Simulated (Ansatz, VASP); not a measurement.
BaTiO3: VASP beside Ansatz

```xyz
5
Lattice="3.9457 0.0000 0.0000 0.0000 3.9457 0.0000 0.0000 0.0000 3.9637" Properties=species:S:1:pos:R:3 pbc="T T T"
Ba    0.0000    0.0000    0.0000
Ti    1.9729    1.9729    1.9422
O     0.0000    1.9729    2.0492
O     1.9729    0.0000    2.0492
O     1.9729    1.9729    0.0753
```

Alike in both runs: task single point; functional BLYP; dispersion D4; k mesh 7 × 7 × 7; occupations fermi-dirac, width 0.05 eV; no spin polarisation.

|  | VASP | Ansatz |
| --- | --- | --- |
| version | VASP 6.6.1 | Ansatz 0.2.0 |
| potentials or method | VASP PAW PBE potentials, release 64 (Ba_sv, Ti_sv, O) | Ansatz PAW |
| plane-wave cutoff (eV) | 520 | 420 |
| valence electrons in the cell | 40 | 40 |

Ansatz gave:

- gap on the k mesh at the Fermi level (eV): 2.05
- least direct gap on the mesh (eV): 2.17
- pressure (GPa): 10.2
- traceless stress, the component that is largest in VASP (GPa): 0.71
- rms of the force components (eV/Å): 0.044

**Question.** Estimate VASP's values.

**Answer.** gap on the k mesh at the Fermi level (eV): 1.98; least direct gap on the mesh (eV): 2.13; pressure (GPa): 12.5; traceless stress, the component that is largest in VASP (GPa): 0.81; rms of the force components (eV/Å): 0.063.

VASP's potentials were made for PBE, not for BLYP. Atom by atom the forces differ by 0.032 eV/Å (rms over components).

Neither program's run includes spin-orbit coupling. Noted on Ansatz's run: odd divisions of the mesh miss points on the zone boundary, where band edges often lie, so the gap on the mesh can be too wide.
